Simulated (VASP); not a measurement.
# Nd (P6_3/mmc) in VASP: further runs, part 2 of 2

VASP 6.6.1. The steps go on from the part before.

## 4. Single point, PBEsol, collinear spin, antiferromagnetic start

This run uses another cell than the first one, of 34.18 Å³/atom.

File INCAR:

```
PREC     = Accurate       # precision mode
ENCUT    = 520            # plane-wave cutoff, eV
EDIFF    = 1E-7           # SCF threshold, eV
ISMEAR   = -1             # smearing method
SIGMA    = 0.05           # smearing width, eV
LREAL    = False          # projectors in reciprocal space
LASPH    = True           # aspherical terms in the spheres
NELM     = 150            # most SCF steps
ALGO     = Normal         # electronic algorithm
ISIF     = 2              # what is computed and relaxed
LWAVE    = False          # write WAVECAR
LCHARG   = False          # write CHGCAR
ISPIN    = 2              # spin polarisation
MAGMOM   = 3 -3           # initial moments
LORBIT   = 11             # projections on sites
LMAXMIX  = 6              # l up to which the mixer works
GGA      = PS             # functional
NBANDS   = 25             # bands
```

File KPOINTS:

```
Automatic mesh
0
Gamma
  8 8 5
```

File POSCAR:

```
Nd
1.0
    3.6570000000      0.0000000000      0.0000000000
   -1.8285000000      3.1670549016      0.0000000000
    0.0000000000      0.0000000000      5.9020000000
Nd
2
Direct
    0.6666666667      0.3333333333      0.7500000000
    0.3333333333      0.6666666667      0.2500000000
```

Launch:

```
$ cat potpaw_PBE.64/Nd/POTCAR > POTCAR
$ mpirun -np 1 vasp_std > vasp.out
```

Run time: 2.8 min. Hardware: 1 thread of Intel Xeon 6975P-C (Granite Rapids), shared host; peak memory 0.27 GiB.

The run converged. Its results:

| Item | Value |
| --- | --- |
| Free energy | -13.1561 eV |
| Pressure | -3.1 GPa |
| Band gap on the k mesh | zero (filled and empty bands overlap) |
| Net moment | 0.00 μB per cell |
| Site moments | Nd +3.26, -3.26 μB |
| Valence electrons inside the program's atomic spheres | Nd 11.18 |

Stress tensor (GPa, compression positive):
```
-4.06  0.00  0.00
 0.00 -4.06  0.00
 0.00  0.00 -1.26
```

Levels at points of the mesh, in eV from the Fermi level:
Spin up:
```tsv
k point	band 10	band 11	band 12	band 13	band 14	band 15	band 16	band 17	band 18	band 19
(0.00, 0.00, 0.00)	-1.58	-0.12	-0.01	-0.01	0.02	0.07	0.07	0.07	1.67	1.67
(0.50, 0.00, 0.00)	-0.88	-0.87	-0.26	-0.09	-0.04	0.07	0.11	0.14	0.42	1.35
```
Spin down:
| k point | band 10 | band 11 | band 12 | band 13 | band 14 | band 15 | band 16 | band 17 | band 18 | band 19 |
| --- | --- | --- | --- | --- | --- | --- | --- | --- | --- | --- |
| (0.00, 0.00, 0.00) | -1.58 | -0.12 | -0.01 | -0.01 | 0.02 | 0.07 | 0.07 | 0.07 | 1.67 | 1.67 |
| (0.50, 0.00, 0.00) | -0.88 | -0.87 | -0.26 | -0.09 | -0.04 | 0.07 | 0.11 | 0.14 | 0.42 | 1.35 |

Caveat: the magnetic or orbital state may not be the lowest; the cell stands under tension; the PAW data sets were made with another functional, which shifts forces and pressure a little; spin-orbit coupling is left out, which moves the levels of the heavy elements; semilocal functionals describe open f shells poorly, which spoils levels, moments and volumes. The state reached can hang on the start; a lower one may exist.

## 5. Single point, PBEsol, collinear spin, ferrimagnetic start

This run uses another cell than the first one, of 34.18 Å³/atom.

File INCAR:

```
PREC = Accurate ; ENCUT = 520
EDIFF = 1E-6 ; ISMEAR = -1
SIGMA = 0.05 ; LREAL = False
LASPH = True ; NELM = 150
ALGO = Normal ; ISIF = 2
LWAVE = False ; LCHARG = True
ISPIN = 2 ; MAGMOM = 3 -1.5
LORBIT = 11 ; LMAXMIX = 6
GGA = PS ; LELF = True
LVHAR = True ; NBANDS = 25
```

File KPOINTS:

```
regular mesh
0
Gamma
  8 8 5
```

POSCAR is that of step 4.

Launch:

```
$ cat potpaw_PBE.64/Nd/POTCAR > POTCAR
$ mpirun -np 1 vasp_std > vasp.out
```

It took 3.2 min on 1 thread of Intel Xeon 6975P-C (Granite Rapids), shared host; peak memory 0.28 GiB.

It converged, with:

| Quantity | Value |
| --- | --- |
| Free energy | -13.3194 eV |
| Pressure | -1.7 GPa |
| Net moment | 0.15 μB per cell |
| Site moments | Nd +3.27, -3.20 μB |
| Valence electrons inside the program's atomic spheres | Nd 11.19, 11.18 |

Stress tensor (GPa, compression positive):
```
-2.17  0.00  0.00
 0.00 -2.17  0.00
 0.00  0.00 -0.89
```

Levels at points of the mesh, in eV from the Fermi level:
Spin up:
```
           k point  band 11  band 12  band 13  band 14  band 15  band 16  band 17  band 18
(0.00, 0.00, 0.00)    -0.19    -0.19    -0.03     0.01     0.14     0.14     0.37     1.53
(0.50, 0.00, 0.00)    -0.94    -0.32    -0.28    -0.17     0.10     0.31     0.36     0.58
```
Spin down:
```
           k point  band 10  band 11  band 12  band 13  band 14  band 15  band 16  band 17  band 18  band 19
(0.00, 0.00, 0.00)    -1.64    -0.55    -0.49    -0.17    -0.17     0.34     0.34     0.60     1.65     1.71
(0.50, 0.00, 0.00)    -0.92    -0.92    -0.43    -0.18    -0.15    -0.02     0.22     0.26     0.38     1.32
```

Caveat: the magnetic or orbital state may not be the lowest; the PAW data sets were made with another functional, which shifts forces and pressure a little; spin-orbit coupling is left out, which moves the levels of the heavy elements; semilocal functionals describe open f shells poorly, which spoils levels, moments and volumes. The state reached can hang on the start; a lower one may exist.

## 6. Single point, PBEsol, collinear spin, ferromagnetic start

This run uses another cell than the first one, of 34.18 Å³/atom.

File INCAR:

```
SYSTEM = Nd
ALGO = Normal ; EDIFF = 1E-7
ENCUT = 520 ; GGA = PS
ISIF = 2 ; ISMEAR = -1
ISPIN = 2 ; LASPH = .TRUE.
LCHARG = .TRUE. ; LELF = .TRUE.
LMAXMIX = 6 ; LORBIT = 11
LREAL = .FALSE. ; LVHAR = .TRUE.
LWAVE = .FALSE. ; MAGMOM = 2.32 1.84
NBANDS = 25 ; NELM = 150
PREC = Accurate ; SIGMA = 0.05
```

File KPOINTS:

```
k-points
0
G
  8 8 5
  0 0 0
```

POSCAR is that of step 5.

Potentials or basis: VASP PAW PBE potentials, release 64 (Nd).

Launch:

```
$ cat potpaw_PBE.64/Nd/POTCAR > POTCAR
$ mpirun -np 1 vasp_std > vasp.out
```

Run time: 2.5 min. Hardware: 1 thread of Intel Xeon 6975P-C (Granite Rapids), shared host; peak memory 0.27 GiB.

The run converged. Its results:

```yaml
Free_energy: -13.5057 eV
Pressure: -2.7 GPa
Net_moment: 8.27 μB per cell
Site_moments: Nd +3.37 μB
Valence_electrons_inside_the_program's_atomic_spheres: Nd 11.19
```

Stress tensor (GPa, compression positive):
```
-2.43  0.00  0.00
 0.00 -2.43  0.00
 0.00  0.00 -3.13
```

Levels at points of the mesh, in eV from the Fermi level:
Spin up:
```csv
k point,band 15,band 16,band 17,band 18,band 19,band 20,band 21,band 22
"(0.00, 0.00, 0.00)",-0.05,-0.04,-0.04,0.09,0.09,0.11,0.15,0.15
"(0.50, 0.00, 0.00)",-0.25,-0.19,-0.03,0.01,0.09,0.24,0.31,0.33
```
Spin down:
| k point | band 8 | band 9 | band 10 | band 11 | band 12 | band 13 |
| --- | --- | --- | --- | --- | --- | --- |
| (0.00, 0.00, 0.00) | -16.52 | -3.13 | -1.06 | 1.60 | 1.83 | 1.83 |
| (0.50, 0.00, 0.00) | -16.75 | -0.78 | -0.52 | -0.43 | 1.70 | 1.77 |

Caveat: the magnetic or orbital state may not be the lowest; the PAW data sets were made with another functional, which shifts forces and pressure a little; spin-orbit coupling is left out, which moves the levels of the heavy elements; semilocal functionals describe open f shells poorly, which spoils levels, moments and volumes. The state reached can hang on the start; a lower one may exist.

## 7. Single point, PBEsol, collinear spin, ferromagnetic start

This run uses another cell than the first one, of 34.18 Å³/atom.

File INCAR:

```
SYSTEM = Nd
PREC = Accurate
ENCUT = 520
EDIFF = 1E-6
ISMEAR = -1
SIGMA = 0.05
LREAL = .False.
LASPH = .True.
NELM = 150
ALGO = Normal
ISIF = 2
LWAVE = .False.
LCHARG = .False.
ISPIN = 2
MAGMOM = 4.5 4.5
LORBIT = 11
LMAXMIX = 6
GGA = PS
NBANDS = 25
```

File KPOINTS:

```
regular mesh
0
Gamma
  8 8 5
  0 0 0
```

POSCAR is that of step 6.

Launch:

```
$ cat potpaw_PBE.64/Nd/POTCAR > POTCAR
$ mpirun -np 1 vasp_std > vasp.out
```

Run time: 97 s. Hardware: 1 thread of Intel Xeon 6975P-C (Granite Rapids), shared host; peak memory 0.26 GiB.

Results (log left out):

- Free energy: -13.5057 eV
- Pressure: -2.9 GPa
- Net moment: 8.27 μB per cell
- Site moments: Nd +3.37 μB
- Valence electrons inside the program's atomic spheres: Nd 11.19

Stress tensor (GPa, compression positive):
```
-2.62  0.00  0.00
 0.00 -2.62  0.00
 0.00  0.00 -3.32
```

Levels at points of the mesh, in eV from the Fermi level:
Spin up:
| k point | band 15 | band 16 | band 17 | band 18 | band 19 | band 20 | band 21 | band 22 |
| --- | --- | --- | --- | --- | --- | --- | --- | --- |
| (0.00, 0.00, 0.00) | -0.05 | -0.04 | -0.04 | 0.09 | 0.09 | 0.11 | 0.15 | 0.15 |
| (0.50, 0.00, 0.00) | -0.25 | -0.19 | -0.03 | 0.01 | 0.09 | 0.24 | 0.31 | 0.33 |
Spin down:
```tsv
k point	band 6	band 7	band 8	band 9	band 10	band 11	band 12	band 13	band 14	band 15
(0.00, 0.00, 0.00)	-16.60	-16.60	-16.52	-3.14	-1.06	1.60	1.83	1.83	1.99	1.99
(0.50, 0.00, 0.00)	-17.05	-16.84	-16.75	-0.78	-0.52	-0.43	1.70	1.77	1.84	2.13
```

Caveat: the magnetic or orbital state may not be the lowest; the PAW data sets were made with another functional, which shifts forces and pressure a little; spin-orbit coupling is left out, which moves the levels of the heavy elements; semilocal functionals describe open f shells poorly, which spoils levels, moments and volumes.

## 8. Overview

| spin | cell | gap on the mesh (eV) | pressure (GPa) | moment (μB) |
| --- | --- | --- | --- | --- |
| collinear, ferromagnetic start | a = 2.970, b = 2.970, c = 5.159 Å, angles 90.0, 90.0, 120.0°, 2 atoms | none | 10.4 | 6.70 |
| collinear, ferromagnetic start | a = 3.657, b = 3.657, c = 5.902 Å, angles 90.0, 90.0, 120.0°, 2 atoms | none | -2.9 | 8.27 |
| collinear, antiferromagnetic start | a = 3.657, b = 3.657, c = 5.902 Å, angles 90.0, 90.0, 120.0°, 2 atoms | none | -3.1 | 0.00 |
| collinear, ferrimagnetic start | a = 3.657, b = 3.657, c = 5.902 Å, angles 90.0, 90.0, 120.0°, 2 atoms | none | -1.7 | 0.15 |

Alike in all rows: task single point; level PBEsol; potentials or basis VASP PAW PBE potentials, release 64 (Nd); k mesh 8 × 8 × 5; cutoff (eV) 520; smearing fermi-dirac 0.05 eV.

Caveats: the magnetic or orbital state may not be the lowest; the PAW data sets were made with another functional, which shifts forces and pressure a little; spin-orbit coupling is left out, which moves the levels of the heavy elements; semilocal functionals describe open f shells poorly, which spoils levels, moments and volumes; the cell stands under pressure (at least some runs); the cell stands under tension (at least some runs).

Total energies depend on the potentials used, so only differences within one code and one set of settings carry meaning.
